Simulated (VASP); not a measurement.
# MgH2 (P4_2/mnm) in VASP: further runs

The runs below take MgH2 through single point, relaxation of cell and atoms, with r2SCAN.

All numbers are computed with VASP 6.6.1; they aren't measurements. Logs are shortened: lines on timing, memory, paths and dates and some standing lists are left out, and cuts for length are marked.

**1. The cell of the first run**

The structure is tetragonal, space group P4_2/mnm (No. 136). The conventional cell has a = 4.485 Å, b = 4.485 Å, c = 2.996 Å, α = 90.00°, β = 90.00°, γ = 90.00°. Mg (site symmetry mmm) has 6 H at 1.93 to 1.94 Å within 2.6 Å. Within 2.6 Å of H (site symmetry m2m) lie 3 Mg at 1.93 to 1.94 Å and 1 H at 2.48 Å.

**2. Single point, r2SCAN**

Contents of POSCAR:

```
MgH2
1.0
    4.4846233493      0.0000000000      0.0000000000
    0.0000000000      4.4846233493      0.0000000000
    0.0000000000      0.0000000000      2.9964784777
Mg H
2 4
Direct
    0.0000000000      0.0000000000      0.0000000000
    0.5000000000      0.5000000000      0.5000000000
    0.3046891426      0.3046891426      0.0000000000
    0.1953108574      0.8046891426      0.5000000000
    0.6953108574      0.6953108574      0.0000000000
    0.8046891426      0.1953108574      0.5000000000
```

Contents of INCAR.step1:

```
SYSTEM = MgH2
PREC = Accurate
ENCUT = 660
ISMEAR = 0
SIGMA = 0.01
LREAL = .FALSE.
LASPH = .TRUE.
NELM = 120
NBANDS = 13
GGA = PE
ALGO = Normal
EDIFF = 1E-5
LWAVE = .TRUE.
LCHARG = .FALSE.
GGA_COMPAT = .FALSE.
```

Contents of INCAR.step2:

```
SYSTEM = MgH2
PREC = Accurate
ENCUT = 660
EDIFF = 1E-6
ISMEAR = 0
SIGMA = 0.01
LREAL = .FALSE.
LASPH = .TRUE.
NELM = 120
ALGO = Normal
ISIF = 2
LWAVE = .FALSE.
LCHARG = .FALSE.
METAGGA = R2SCAN
LMIXTAU = .TRUE.
NBANDS = 13
ISTART = 1
GGA_COMPAT = .FALSE.
```

Contents of KPOINTS:

```
Automatic mesh
0
G
  6 6 8
  0 0 0
```

Potentials or basis: VASP PAW PBE potentials, release 64 (Mg, H).

Run with:

```sh
> cat potpaw_PBE.64/Mg/POTCAR potpaw_PBE.64/H/POTCAR > POTCAR
> cp INCAR.step1 INCAR
> mpirun -np 1 vasp_std > vasp.out
> cp INCAR.step2 INCAR
> mpirun -np 1 vasp_std > vasp.out
```

OUTCAR:

```text
SYSTEM = MgH2
   PREC = Accurate
   ENCUT = 660
   EDIFF = 1E-6
   ISMEAR = 0
   LREAL = .FALSE.
   LASPH = .TRUE.
   NELM = 120
   ISIF = 2
   METAGGA = R2SCAN
   ISTART = 1

 ion  position               nearest neighbor table
   1  0.000  0.000  0.000-   3 1.93   5 1.93   4 1.94   6 1.94   4 1.94   6 1.94   2 3.51   2 3.51
                             2 3.51   2 3.51   2 3.51   2 3.51   2 3.51   2 3.51
   2  0.500  0.500  0.500-   4 1.93   6 1.93   5 1.94   3 1.94   3 1.94   5 1.94   1 3.51   1 3.51
                             1 3.51   1 3.51   1 3.51   1 3.51   1 3.51   1 3.51
   3  0.305  0.305  0.000-   1 1.93   2 1.94   2 1.94
   4  0.195  0.805  0.500-   2 1.93   1 1.94   1 1.94
   5  0.695  0.695  0.000-   1 1.93   2 1.94   2 1.94
   6  0.805  0.195  0.500-   2 1.93   1 1.94   1 1.94

  LATTYP: Found a simple tetragonal cell.
 ALAT       =     4.4846233493
 C/A-ratio  =     0.6681672560

  Lattice vectors:

 A1 = (   4.4846233493,   0.0000000000,   0.0000000000)
 A2 = (   0.0000000000,   4.4846233493,   0.0000000000)
 A3 = (   0.0000000000,   0.0000000000,   2.9964784777)

Analysis of symmetry for initial positions (statically):
=====================================================================
 Subroutine PRICEL returns:
 Original cell was already a primitive cell.

 Routine SETGRP: Setting up the symmetry group for a
 simple tetragonal supercell.

 Subroutine GETGRP returns: Found 16 space group operations
 (whereof  8 operations were pure point group operations)
 out of a pool of 16 trial point group operations.

The static configuration has the point symmetry D_2h.
 The point group associated with its full space group is D_4h.

Analysis of symmetry for dynamics (positions and initial velocities):
=====================================================================
 Subroutine PRICEL returns:
 Original cell was already a primitive cell.

 Routine SETGRP: Setting up the symmetry group for a
 simple tetragonal supercell.

 Subroutine GETGRP returns: Found 16 space group operations
 (whereof  8 operations were pure point group operations)
 out of a pool of 16 trial point group operations.

The dynamic configuration has the point symmetry D_2h.
 The point group associated with its full space group is D_4h.

 Subroutine INISYM returns: Found 16 space group operations
 (whereof  8 operations are pure point group operations),
 and found     1 'primitive' translations

----------------------------------------------------------------------------------------

                                     Primitive cell

  volume of cell :      60.2647

  direct lattice vectors                    reciprocal lattice vectors
     4.484623349  0.000000000  0.000000000     0.222984167  0.000000000  0.000000000
     0.000000000  4.484623349  0.000000000     0.000000000  0.222984167  0.000000000
     0.000000000  0.000000000  2.996478478     0.000000000  0.000000000  0.333725073

  length of vectors
     4.484623349  4.484623349  2.996478478     0.222984167  0.222984167  0.333725073

  position of ions in fractional coordinates (direct lattice)
     0.000000000  0.000000000  0.000000000
     0.500000000  0.500000000  0.500000000
     0.304689143  0.304689143  0.000000000
     0.195310857  0.804689143  0.500000000
     0.695310857  0.695310857  0.000000000
     0.804689143  0.195310857  0.500000000

  ion indices of the primitive-cell ions
   primitive index   ion index
                 1           1
                 2           2
                 3           3
                 4           4
                 5           5
                 6           6

----------------------------------------------------------------------------------------

 KPOINTS: Automatic mesh

Automatic generation of k-mesh.
 Grid dimensions read from file:
 generate k-points for:    6    6    8

 Generating k-lattice:

  Cartesian coordinates                     Fractional coordinates (reciprocal lattice)
     0.037164028  0.000000000  0.000000000     0.166666667  0.000000000  0.000000000
     0.000000000  0.037164028  0.000000000     0.000000000  0.166666667  0.000000000
     0.000000000  0.000000000  0.041715634     0.000000000  0.000000000  0.125000000

  Length of vectors
     0.037164028  0.037164028  0.041715634

  Shift w.r.t. Gamma in fractional coordinates (k-lattice)
     0.000000000  0.000000000  0.000000000

 Subroutine IBZKPT returns following result:
 ===========================================

 Found     50 irreducible k-points:

 Following reciprocal coordinates:
            Coordinates               Weight
  0.000000  0.000000  0.000000      1.000000
  0.166667  0.000000  0.000000      4.000000
  0.333333  0.000000  0.000000      4.000000
  0.500000  0.000000  0.000000      2.000000
  0.166667  0.166667  0.000000      4.000000
  0.333333  0.166667  0.000000      8.000000
[... 16 lines left out ...]
  0.333333  0.000000  0.250000      8.000000
  0.500000  0.000000  0.250000      4.000000
 [... further k-points ...]
   k-points           NKPTS =     50   k-points in BZ     NKDIM =     50   number of bands    NBANDS=     13
   number of dos      NEDOS =    301   number of ions     NIONS =      6
   total plane-waves  NPLWV =  44800
   dimension x,y,z NGX =    40 NGY =   40 NGZ =   28
   dimension x,y,z NGXF=    80 NGYF=   80 NGZF=   56
   ions per type =               2   4
   NGX,Y,Z   is equivalent  to a cutoff of  14.83, 14.83, 15.53 a.u.
   NGXF,Y,Z  is equivalent  to a cutoff of  29.66, 29.66, 31.07 a.u.
 SYSTEM =  MgH2
   PREC   = accura    normal or accurate (medium, high low for compatibility)
   ISTART =      1    job   : 0-new  1-cont  2-samecut
   ICHARG =      0    charge: 1-file 2-atom 10-const
   ISPIN  =      1    spin polarized calculation?
   LNONCOLLINEAR =      F non collinear calculations
   LSORBIT =      F    spin-orbit coupling
   LASPH  =      T    aspherical Exc in radial PAW
   ENCUT  =  660.0 eV  48.51 Ry    6.96 a.u.   9.39  9.39  6.28*2*pi/ulx,y,z
   NELM   =    120;   NELMIN=  2; NELMDL=  0     # of ELM steps
   EDIFF  = 0.1E-05   stopping-criterion for ELM
   LREAL  =      F    real-space projection
   EDIFFG = 0.1E-04   stopping-criterion for IOM
   NSW    =      0    number of steps for IOM
   IBRION =     -1    ionic relax: 0-MD 1-quasi-New 2-CG
   NFREE  =      0    steps in history (QN), initial steepest desc. (CG)
   ISIF   =      2    stress and relaxation
   ISYM   =      2    0-nonsym 1-usesym 2-fastsym
   POTIM  = 0.5000    time-step for ionic-motion
   TEBEG  =    0.0;   TEEND  =   0.0 temperature during run
   PSTRESS=    0.0 pullay stress
   NELECT =       8.0000    total number of electrons
   NUPDOWN=      -1.0000    fix difference up-down
   EMIN   =  10.00;   EMAX   =-10.00  energy-range for DOS
   EFERMI =   0.00;   METHOD = LEGACY
   ISMEAR =     0;   SIGMA  =   0.01  broadening in eV -4-tet -1-fermi 0-gaus
   EFERMI_NEDOS =   21; number of points for ismear=-14 and -15
   IALGO  =     38    algorithm
   IMIX   =      4    mixing-type and parameters
     AMIX     =   0.40;   BMIX     =  1.00
     AMIX_MAG =   1.60;   BMIX_MAG =  1.00
  volume/ion in A,a.u.               =      10.04        67.78
  Fermi-wavevector in a.u.,A,eV,Ry     =   0.835123  1.578154  9.489118  0.697430
  Thomas-Fermi vector in A             =   1.948629
   LORBIT       =      0    0 simple, 1 ext, 2 COOP (PROOUT), +10 PAW based schemes
   METAGGA = R2SCAN    functional components
   LHFCALC =     F    Hartree Fock is set to
   AEXX    =    0.0000 exact exchange contribution
   IVDW    =     0    specifies the selected vdW correction
   LEPSILON=     F    determine dielectric tensor
   LRPA    =     F    only Hartree local field effects (RPA)
 non-spin polarized calculation
 Gauss-broadening in eV      SIGMA  =   0.01
  energy-cutoff  :      660.00
  volume of cell :       60.26
 maximum number of plane-waves:      2349
 NGX is ok and might be reduce to    40
   NGX = 19   NGY = 19   NGZ = 13

 number of electron       7.9999998 magnetization

 Free energy of the ion-electron system (eV)
  ---------------------------------------------------
  ext. energy  EPLUGINS =         0.00000000
  ---------------------------------------------------
  free energy    TOTEN  =       -23.73105218 eV

  energy without entropy =      -23.73105218  energy(sigma->0) =      -23.73105218

 E-fermi :  -0.7454     XC(G=0):  -8.7402

 val. band max:       -0.8378861069   @ k =   0.1667   0.1667   0.0000
 cond. band min:       3.6234384239   @ k =   0.3333   0.3333   0.5000
 fundamental gap:      4.4613245308
 Fermi energy:        -0.7453717673

 k-point     1 :       0.0000    0.0000    0.0000
  band No.  band energies     occupation
      1      -7.4304      2.00000
      2      -2.3072      2.00000
      3      -2.3072      2.00000
      4      -1.2323      2.00000
      5       4.4169      0.00000
      6       4.8968      0.00000
      7       9.1410      0.00000
      8       9.1410      0.00000
      9      11.0127      0.00000
     10      11.2908      0.00000
     11      12.5887      0.00000
     12      15.5660      0.00000
     13      15.5660      0.00000

 k-point     2 :       0.1667    0.0000    0.0000
  band No.  band energies     occupation
      1      -7.2386      2.00000
      2      -3.1895      2.00000
      3      -2.1819      2.00000
      4      -0.9144      2.00000
      5       4.5617      0.00000
      6       5.3904      0.00000
      7       7.8572      0.00000
      8       9.6650      0.00000
      9      11.4710      0.00000
     10      12.4824      0.00000
     11      13.1100      0.00000
     12      14.7812      0.00000
     13      15.5325      0.00000

 k-point     3 :       0.3333    0.0000    0.0000
  band No.  band energies     occupation
      1      -6.6703      2.00000
      2      -4.5393      2.00000
      3      -1.8313      2.00000
      4      -0.9416      2.00000
      5       4.5816      0.00000
      6       6.2991      0.00000
      7       7.3939      0.00000
      8      10.7575      0.00000
      9      12.0097      0.00000
     10      12.7550      0.00000
     11      13.3669      0.00000
     12      14.1054      0.00000
     13      14.6348      0.00000
[... 305 lines left out ...]
 k-point    23 :       0.3333    0.0000    0.2500
  band No.  band energies     occupation
      1      -5.7475      2.00000
      2      -3.7602      2.00000
      3      -1.4116      2.00000
      4      -1.0451      2.00000
      5       5.5392      0.00000
      6       6.3809      0.00000
      7       6.4380      0.00000
      8       7.7117      0.00000
      9       8.5849      0.00000
     10      10.5596      0.00000
     11      10.9403      0.00000
     12      13.2628      0.00000
     13      14.0967      0.00000

 k-point    24 :       0.5000    0.0000    0.2500
  band No.  band energies     occupation
      1      -4.8783      2.00000
      2      -4.8783      2.00000
      3      -1.1647      2.00000
      4      -1.1647      2.00000
      5       5.6519      0.00000
      6       5.6519      0.00000
      7       7.3105      0.00000
      8       7.3105      0.00000
      9       9.2423      0.00000
     10       9.2423      0.00000
     11      13.0200      0.00000
     12      13.0200      0.00000
     13      14.7116      0.00000

 [... further k-points ...]

------------------------ aborting loop because EDIFF is reached ----------------------------------------

  FORCE on cell =-STRESS in cart. coord.  units (eV):
  Direction    XX          YY          ZZ          XY          YZ          ZX
  --------------------------------------------------------------------------------------
  -------------------------------------------------------------------------------------
  Total       -0.1011778     -0.1011778     -0.1439700      0.0000000      0.0000000      0.0000000
  in kB       -2.6898776     -2.6898776     -3.8275380      0.0000000      0.0000000      0.0000000
  external PRESSURE =      -3.0690977 kB  Pullay stress =       0.0000000 kB

 VOLUME and BASIS-vectors are now :
 -----------------------------------------------------------------------------
  energy-cutoff  :      660.00
  volume of cell :       60.26
      direct lattice vectors                 reciprocal lattice vectors
     4.484623349  0.000000000  0.000000000     0.222984167  0.000000000  0.000000000
     0.000000000  4.484623349  0.000000000     0.000000000  0.222984167  0.000000000
     0.000000000  0.000000000  2.996478478     0.000000000  0.000000000  0.333725073

 POSITION                                       TOTAL-FORCE (eV/Angst)
 -----------------------------------------------------------------------------------
      0.00000      0.00000      0.00000         0.000000     -0.000000      0.000000
      2.24231      2.24231      1.49824         0.000000     -0.000000      0.000000
      1.36642      1.36642      0.00000         0.000738      0.000738      0.000000
      0.87590      3.60873      1.49824        -0.000738      0.000738      0.000000
      3.11821      3.11821      0.00000        -0.000738     -0.000738      0.000000
      3.60873      0.87590      1.49824         0.000738     -0.000738      0.000000
 -----------------------------------------------------------------------------------
    total drift:                               -0.000000      0.000000     -0.000000

  FREE ENERGIE OF THE ION-ELECTRON SYSTEM (eV)
  ---------------------------------------------------
  free  energy   TOTEN  =       -23.7310521825 eV

  energy  without entropy=      -23.7310521825  energy(sigma->0) =      -23.73105218
```

Wall time 84 s (1 thread of Intel Xeon 6975P-C (Granite Rapids), shared host); peak memory 0.23 GiB.

Results:

* Free energy: -23.7311 eV
* Pressure: -0.3 GPa
* Band gap on the k mesh: 4.46 eV (least direct gap 5.25 eV)

Stress tensor (GPa, compression positive):
```
-0.27  0.00  0.00
 0.00 -0.27  0.00
 0.00  0.00 -0.38
```

Caveat: the PAW data sets were made with another functional, which shifts forces and pressure a little.

**3. Relaxation of cell and atoms, r2SCAN**

Contents of POSCAR:

```
MgH2
1.0
    4.4852620636      0.0000000000      0.0000000000
    0.0000000000      4.4852620636      0.0000000000
    0.0000000000      0.0000000000      2.9958896467
Mg H
2 4
Direct
    0.0000000000      0.0000000000      0.0000000000
    0.5000000000      0.5000000000      0.5000000000
    0.3046997464      0.3046997464      0.0000000000
    0.1953002536      0.8046997464      0.5000000000
    0.6953002536      0.6953002536      0.0000000000
    0.8046997464      0.1953002536      0.5000000000
```

Contents of INCAR.step1:

```
PREC = Accurate
ENCUT = 660
ISMEAR = 0
SIGMA = 0.01
LREAL = False
LASPH = True
NELM = 120
GGA = PE
ALGO = Normal
EDIFF = 1E-5
LWAVE = True
LCHARG = False
GGA_COMPAT = False
IBRION = 2
ISIF = 3
EDIFFG = -0.005
NELMIN = 4
NSW = 100
```

Contents of INCAR.step2:

```
PREC = Accurate
ENCUT = 660
EDIFF = 1E-7
ISMEAR = 0
SIGMA = 0.01
LREAL = False
LASPH = True
NELM = 120
ALGO = Normal
ISIF = 3
LWAVE = False
LCHARG = False
METAGGA = R2SCAN
LMIXTAU = True
IBRION = 2
NSW = 80
EDIFFG = -0.001
ISTART = 1
GGA_COMPAT = False
NELMIN = 4
```

Contents of KPOINTS:

```
regular mesh
0
Gamma
  6 6 8
```

Potentials or basis: VASP PAW PBE potentials, release 64 (Mg, H).

Run with:

```sh
> cat potpaw_PBE.64/Mg/POTCAR potpaw_PBE.64/H/POTCAR > POTCAR
> cp INCAR.step1 INCAR
> mpirun -np 1 vasp_std > vasp.out
> cp INCAR.step2 INCAR
> mpirun -np 1 vasp_std > vasp.out
```

Wall time 4.1 min (1 thread of Intel Xeon 6975P-C (Granite Rapids), shared host); peak memory 0.23 GiB.

It converged, with:

* Free energy: -23.7314 eV
* Relaxed volume: 9.99 Å³/atom
* Relaxed cell: a = 4.477 Å, b = 4.477 Å, c = 2.991 Å, α = 90.00°, β = 90.00°, γ = 90.00°
* Space group after relaxing (to 0.1 Å): P4_2/mnm (No. 136)
* Energy gained by relaxing: 0.1 meV/atom
* Ionic steps: 6
* Pressure after relaxing: 0.0 GPa
* Band gap on the k mesh: 4.47 eV (least direct gap 5.26 eV)

The path:
| step | energy change (eV) | largest force (eV/Å) | pressure (GPa) | volume (Å³) |
| --- | --- | --- | --- | --- |
| 1 | 0.0000 | 0.0004 | -0.30 | 60.27 |
| 2 | -0.0002 | 0.0010 | -0.15 | 60.10 |
| 3 | -0.0003 | 0.0019 | -0.05 | 60.00 |
| 4 | -0.0003 | 0.0023 | 0.00 | 59.95 |
| 5 | -0.0003 | 0.0012 | 0.00 | 59.94 |
| 6 | -0.0003 | 0.0005 | 0.00 | 59.93 |

Final structure:
```
Mg H
1.0
     4.47660    0.00000    0.00000
     0.00000    4.47660    0.00000
     0.00000    0.00000    2.99067
Mg H
2 4
Direct
  0.00000 0.00000 0.00000
  0.50000 0.50000 0.50000
  0.30465 0.30465 0.00000
  0.19535 0.80465 0.50000
  0.69535 0.69535 0.00000
  0.80465 0.19535 0.50000
```

Levels at points of the mesh, in eV from the valence-band top:
```tsv
k point	band 2	band 3	band 4	band 5	band 6	band 7
(0.00, 0.00, 0.00)	-1.48	-1.48	-0.39	5.25	5.75	10.01
(0.50, 0.00, 0.00)	-4.93	-0.51	-0.51	6.01	6.01	10.93
(0.50, 0.50, 0.00)	-3.81	-2.78	-2.78	9.90	9.90	9.97
(0.00, 0.00, 0.50)	-3.08	-0.10	-0.10	7.17	7.17	7.56
(0.50, 0.00, 0.50)	-2.35	-1.07	-1.07	5.83	5.83	7.54
(0.50, 0.50, 0.50)	-1.95	-0.98	-0.98	4.59	4.59	4.74
```

Caveat: the PAW data sets were made with another functional, which shifts forces and pressure a little. A k mesh can miss the band edges.

(Continued in part 2 of 2.)
